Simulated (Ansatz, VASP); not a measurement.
## SrCl2 in VASP and in Ansatz

File POSCAR:

```
SrCl2
1.0
    0.0000000000      3.4976509443      3.4976509443
    3.4976509443      0.0000000000      3.4976509443
    3.4976509443      3.4976509443      0.0000000000
Sr Cl
1 2
Direct
    0.0000000000      0.0000000000      0.0000000000
    0.2500000000      0.2500000000      0.2500000000
    0.7500000000      0.7500000000      0.7500000000
```

Contents of INCAR.step1:

```
SYSTEM = SrCl2
ALGO = Normal
EDIFF = 1E-5
ENCUT = 550
GGA = PE
GGA_COMPAT = .False.
ISMEAR = 1
LASPH = .True.
LCHARG = .False.
LREAL = .False.
LWAVE = .True.
NBANDS = 19
NELM = 120
PREC = Accurate
SIGMA = 0.05
```

INCAR.step2

```
SYSTEM = SrCl2
ALGO = Normal
EDIFF = 1E-6
ENCUT = 550
GGA_COMPAT = .False.
ISIF = 2
ISMEAR = 1
ISTART = 1
LASPH = .True.
LCHARG = .False.
LMIXTAU = .True.
LREAL = .False.
LWAVE = .False.
METAGGA = R2SCAN
NBANDS = 19
NELM = 120
PREC = Accurate
SIGMA = 0.05
```

File KPOINTS:

```
k-points
0
Gamma
  4 4 4
  0 0 0
```

Input for Ansatz:

```yaml
crystal:
  lattice:
    - [0.0, 3.4976509443, 3.4976509443]
    - [3.4976509443, 0.0, 3.4976509443]
    - [3.4976509443, 3.4976509443, 0.0]
  atoms:
    - { symbol: Sr, position: [0.0, 0.0, 0.0] }
    - { symbol: Cl, position: [0.25, 0.25, 0.25] }
    - { symbol: Cl, position: [0.75, 0.75, 0.75] }
kpoints:
  mp_grid: { grid: [4, 4, 4] }
hamiltonian:
  xc: r2scan
scf:
  occupations: { method: methfessel_paxton, width: 0.05 }
  n_extra_bands: 4
output:
  forces: true
  stress: true
  eigenvalues: true
```

Alike in both runs: task single point; functional r2SCAN; k mesh 4 × 4 × 4; occupations methfessel-paxton of order 1, width 0.05 eV; no spin polarisation.

```csv
,VASP,Ansatz
version,VASP 6.6.1,Ansatz 0.2.0
potentials or method,"VASP PAW PBE potentials, release 64 (Sr_sv, Cl)",plane waves
plane-wave cutoff (eV),550,500
valence electrons in the cell,24,24
```

```csv
,VASP,Ansatz,Ansatz less VASP
gap on the k mesh at the Fermi level (eV),5.94,5.94,0.000
pressure (GPa),0.0,0.0,-0.06
```

VASP's potentials were made for PBE, not for r2SCAN. The functional is the same, so the differences come from potentials, cutoffs and numerics.
